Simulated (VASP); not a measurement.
# ZnF2 (P4_2/mnm) in VASP: dielectric tensor with PBE

Aim: the dielectric tensor of ZnF2 with PBE.

Program: VASP 6.6.1. These are calculated values, not measurements. Logs are shortened: lines on timing, memory, paths and dates and some standing lists are left out, and cuts for length are marked.

### 1 The cell of the first run

The structure is tetragonal, space group P4_2/mnm (No. 136). The conventional cell has a = 4.703 Å, b = 4.703 Å, c = 3.127 Å, α = 90.00°, β = 90.00°, γ = 90.00°. Within 2.7 Å of Zn (site symmetry mmm) lie 6 F at 2.02 to 2.04 Å. Within 2.7 Å of F (site symmetry m2m) lie 3 Zn at 2.02 to 2.04 Å and 1 F at 2.62 Å.

### 2 Dielectric tensor, PBE

Input file INCAR:

```
PREC = Accurate ; ENCUT = 520
EDIFF = 1E-8 ; ISMEAR = 0
SIGMA = 0.01 ; LREAL = F
LASPH = T ; NELM = 120
ALGO = Normal ; ISIF = 2
LWAVE = F ; LCHARG = F
GGA = PE ; LEPSILON = T
GGA_COMPAT = F
```

Input file KPOINTS:

```
regular mesh
0
Gamma
  4 4 6
```

Input file POSCAR:

```
ZnF2
1.0
    4.7033622559      0.0000000000      0.0000000000
    0.0000000000      4.7033622559      0.0000000000
    0.0000000000      0.0000000000      3.1267882483
Zn F
2 4
Direct
    0.0000000000      0.0000000000      0.0000000000
    0.5000000000      0.5000000000      0.5000000000
    0.3031905506      0.3031905506      0.0000000000
    0.1968094494      0.8031905506      0.5000000000
    0.6968094494      0.6968094494      0.0000000000
    0.8031905506      0.1968094494      0.5000000000
```

Potentials or basis: VASP PAW PBE potentials, release 64 (Zn, F).

Command:

```sh
$ cat potpaw_PBE.64/Zn/POTCAR potpaw_PBE.64/F/POTCAR > POTCAR
$ mpirun -np 1 vasp_std > vasp.out
```

OUTCAR:

```text
PREC = Accurate
   ENCUT = 520
   EDIFF = 1E-8
   ISMEAR = 0
   LREAL = F
   LASPH = T
   NELM = 120
   ISIF = 2
   GGA = PE
   LEPSILON = T

 ion  position               nearest neighbor table
   1  0.000  0.000  0.000-   3 2.02   5 2.02   4 2.04   6 2.04   4 2.04   6 2.04
   2  0.500  0.500  0.500-   4 2.02   6 2.02   5 2.04   3 2.04   3 2.04   5 2.04
   3  0.303  0.303  0.000-   1 2.02   2 2.04   2 2.04
   4  0.197  0.803  0.500-   2 2.02   1 2.04   1 2.04
   5  0.697  0.697  0.000-   1 2.02   2 2.04   2 2.04
   6  0.803  0.197  0.500-   2 2.02   1 2.04   1 2.04

  LATTYP: Found a simple tetragonal cell.
 ALAT       =     4.7033622559
 C/A-ratio  =     0.6647985161

  Lattice vectors:

 A1 = (   4.7033622559,   0.0000000000,   0.0000000000)
 A2 = (   0.0000000000,   4.7033622559,   0.0000000000)
 A3 = (   0.0000000000,   0.0000000000,   3.1267882483)

Analysis of symmetry for initial positions (statically):
=====================================================================
 Subroutine PRICEL returns:
 Original cell was already a primitive cell.

 Routine SETGRP: Setting up the symmetry group for a
 simple tetragonal supercell.

 Subroutine GETGRP returns: Found 16 space group operations
 (whereof  8 operations were pure point group operations)
 out of a pool of 16 trial point group operations.

The static configuration has the point symmetry D_2h.
 The point group associated with its full space group is D_4h.

Analysis of symmetry for dynamics (positions and initial velocities):
=====================================================================
 Subroutine PRICEL returns:
 Original cell was already a primitive cell.

 Routine SETGRP: Setting up the symmetry group for a
 simple tetragonal supercell.

 Subroutine GETGRP returns: Found 16 space group operations
 (whereof  8 operations were pure point group operations)
 out of a pool of 16 trial point group operations.

The dynamic configuration has the point symmetry D_2h.
 The point group associated with its full space group is D_4h.

 Subroutine INISYM returns: Found 16 space group operations
 (whereof  8 operations are pure point group operations),
 and found     1 'primitive' translations

----------------------------------------------------------------------------------------

                                     Primitive cell

  volume of cell :      69.1696

  direct lattice vectors                    reciprocal lattice vectors
     4.703362256  0.000000000  0.000000000     0.212613859  0.000000000  0.000000000
     0.000000000  4.703362256  0.000000000     0.000000000  0.212613859  0.000000000
     0.000000000  0.000000000  3.126788248     0.000000000  0.000000000  0.319816988

  length of vectors
     4.703362256  4.703362256  3.126788248     0.212613859  0.212613859  0.319816988

  position of ions in fractional coordinates (direct lattice)
     0.000000000  0.000000000  0.000000000
     0.500000000  0.500000000  0.500000000
     0.303190551  0.303190551  0.000000000
     0.196809449  0.803190551  0.500000000
     0.696809449  0.696809449  0.000000000
     0.803190551  0.196809449  0.500000000

  ion indices of the primitive-cell ions
   primitive index   ion index
                 1           1
                 2           2
                 3           3
                 4           4
                 5           5
                 6           6

----------------------------------------------------------------------------------------

 KPOINTS: regular mesh

Automatic generation of k-mesh.
 Grid dimensions read from file:
 generate k-points for:    4    4    6

[... 95 lines left out ...]
  energy-cutoff  :      520.00
  volume of cell :       69.17
 maximum number of plane-waves:      1887
 NGX is ok and might be reduce to    36
   NGX = 17   NGY = 17   NGZ = 11

--------------------------------------- Ionic step        1  -------------------------------------------

 number of electron      51.9999950 magnetization

 E-fermi :  -1.0036     XC(G=0): -10.2906

 val. band max:       -1.0870014417   @ k =   0.0000   0.0000   0.0000
 cond. band min:       2.4189599501   @ k =   0.0000   0.0000   0.0000
 fundamental gap:      3.5059613918
 Fermi energy:        -1.0036438529

 k-point     1 :       0.0000    0.0000    0.0000
  band No.  band energies     occupation
      1     -23.0119      2.00000
      2     -22.2324      2.00000
      3     -22.2324      2.00000
      4     -22.1963      2.00000
      5      -7.3695      2.00000
      6      -6.4728      2.00000
[... 805 lines left out ...]
     30      10.4266      0.00000
     31      11.2321      0.00000

  FORCE on cell =-STRESS in cart. coord.  units (eV):
  Direction    XX          YY          ZZ          XY          YZ          ZX
  --------------------------------------------------------------------------------------
  -------------------------------------------------------------------------------------
  Total        2.8653588      2.8653588      3.3744903     -0.0000000      0.0000000      0.0000000
  in kB       66.3703740     66.3703740     78.1633988     -0.0000000      0.0000000      0.0000000
  external PRESSURE =      70.3013822 kB  Pullay stress =       0.0000000 kB

 VOLUME and BASIS-vectors are now :
 -----------------------------------------------------------------------------
  energy-cutoff  :      520.00
  volume of cell :       69.17
      direct lattice vectors                 reciprocal lattice vectors
     4.703362256  0.000000000  0.000000000     0.212613859  0.000000000  0.000000000
     0.000000000  4.703362256  0.000000000     0.000000000  0.212613859  0.000000000
     0.000000000  0.000000000  3.126788248     0.000000000  0.000000000  0.319816988

 POSITION                                       TOTAL-FORCE (eV/Angst)
 -----------------------------------------------------------------------------------
      0.00000      0.00000      0.00000         0.000000      0.000000     -0.000000
      2.35168      2.35168      1.56339         0.000000      0.000000     -0.000000
      1.42601      1.42601      0.00000        -0.031031     -0.031031      0.000000
      0.92567      3.77770      1.56339         0.031031     -0.031031      0.000000
      3.27735      3.27735      0.00000         0.031031      0.031031     -0.000000
      3.77770      0.92567      1.56339        -0.031031      0.031031     -0.000000
 -----------------------------------------------------------------------------------
    total drift:                                0.000000      0.000000      0.000000

  FREE ENERGIE OF THE ION-ELECTRON SYSTEM (eV)
  ---------------------------------------------------
  free  energy   TOTEN  =       -23.1482443051 eV

  energy  without entropy=      -23.1482443051  energy(sigma->0) =      -23.14824431

 HEAD OF MICROSCOPIC STATIC DIELECTRIC TENSOR (INDEPENDENT PARTICLE, excluding Hartree and local field effects)
 ------------------------------------------------------
           2.536780    -0.000000     0.000000
          -0.000000     2.536780     0.000000
           0.000000     0.000000     2.631162
 ------------------------------------------------------

 Free energy of the ion-electron system (eV)
  ---------------------------------------------------
  ---------------------------------------------------
  free energy    TOTEN  =        -0.30401090 eV

  energy without entropy =       -0.30401090

------------------------ aborting loop because EDIFF is reached ----------------------------------------

--------------------------------------- Ionic step        2  -------------------------------------------

------------------------ aborting loop because EDIFF is reached ----------------------------------------

--------------------------------------- Ionic step        3  -------------------------------------------

 Free energy of the ion-electron system (eV)
  ---------------------------------------------------
  ---------------------------------------------------
  free energy    TOTEN  =        -0.32425211 eV

  energy without entropy =       -0.32425211

------------------------ aborting loop because EDIFF is reached ----------------------------------------

 PIEZOELECTRIC TENSOR FIELD DIRECTION 3  (e Angst)
 -----------------------------------------------------------------------------
     0.00048 -0.00000  0.00000           (  0.00001  0.00000  0.00000)
     0.00000  0.00048  0.00000           (  0.00000  0.00001  0.00000)
     0.00000  0.00000 -0.00254           (  0.00000  0.00000 -0.00010)

 PIEZOELECTRIC TENSOR FIELD DIRECTION 3  (C/m^2)
 -----------------------------------------------------------------------------
     0.00011 -0.00000  0.00000
     0.00000  0.00011  0.00000
     0.00000  0.00000 -0.00059

 MACROSCOPIC STATIC DIELECTRIC TENSOR (including local field effects in DFT)
 ------------------------------------------------------
           2.493389     0.000000     0.000000
           0.000000     2.493389     0.000000
           0.000000     0.000000     2.594522
 ------------------------------------------------------

 PIEZOELECTRIC TENSOR (including local field effects)  for field in x, y, z        (e  Angst)
          XX          YY          ZZ          XY          YZ          ZX
  --------------------------------------------------------------------------------
  x     0.00000     0.00000     0.00000     0.00000     0.00000     0.00000
  y     0.00000     0.00000     0.00000     0.00000     0.00000     0.00000
  z     0.00000     0.00000     0.00000     0.00000     0.00000     0.00000

 PIEZOELECTRIC TENSOR (including local field effects)  for field in x, y, z        (C/m^2)
          XX          YY          ZZ          XY          YZ          ZX
  --------------------------------------------------------------------------------
  x     0.00000     0.00000     0.00000     0.00000     0.00000     0.00000
  y     0.00000     0.00000     0.00000     0.00000     0.00000     0.00000
  z     0.00000     0.00000     0.00000     0.00000     0.00000     0.00000

 BORN EFFECTIVE CHARGES (including local field effects) (in |e|, cummulative output)
 ---------------------------------------------------------------------------------
 ion    1
    1     2.22286     0.15352     0.00000
    2     0.15352     2.22286     0.00000
    3     0.00000     0.00000     2.40157
 ion    2
    1     2.22286    -0.15352     0.00000
    2    -0.15352     2.22286     0.00000
    3     0.00000     0.00000     2.40157
 ion    3
    1    -1.11143    -0.40143     0.00000
    2    -0.40143    -1.11143     0.00000
    3     0.00000     0.00000    -1.20079
 ion    4
    1    -1.11143     0.40143     0.00000
    2     0.40143    -1.11143     0.00000
    3     0.00000     0.00000    -1.20079
 ion    5
    1    -1.11143    -0.40143     0.00000
    2    -0.40143    -1.11143     0.00000
    3     0.00000     0.00000    -1.20079
 ion    6
    1    -1.11143     0.40143     0.00000
    2     0.40143    -1.11143     0.00000
    3     0.00000     0.00000    -1.20079
```

Wall time 10 min (1 thread of Oxide Virtual Turin-like, shared host); peak memory 0.32 GiB.

Results:

| Quantity | Value |
| --- | --- |
| Band gap on the k mesh | 3.51 eV |
| Electronic dielectric tensor (diagonal) | 2.49, 2.49, 2.59 |
| Born charges (mean of the diagonal) | Zn +2.28; F -1.14 e |

Electronic dielectric tensor:
```
2.49 0.00 0.00
0.00 2.49 0.00
0.00 0.00 2.59
```

Born effective charge tensors (e):
atom 1, Zn
```
2.22 0.15 0.00
0.15 2.22 0.00
0.00 0.00 2.40
```
atom 2, Zn
```
 2.22 -0.15  0.00
-0.15  2.22  0.00
 0.00  0.00  2.40
```
atom 3, F
```
-1.11 -0.40  0.00
-0.40 -1.11  0.00
 0.00  0.00 -1.20
```
atom 4, F
```
-1.11  0.40  0.00
 0.40 -1.11  0.00
 0.00  0.00 -1.20
```
atom 5, F
```
-1.11 -0.40  0.00
-0.40 -1.11  0.00
 0.00  0.00 -1.20
```
atom 6, F
```
-1.11  0.40  0.00
 0.40 -1.11  0.00
 0.00  0.00 -1.20
```

PBE gaps usually lie below the measured ones, often by a third to a half.
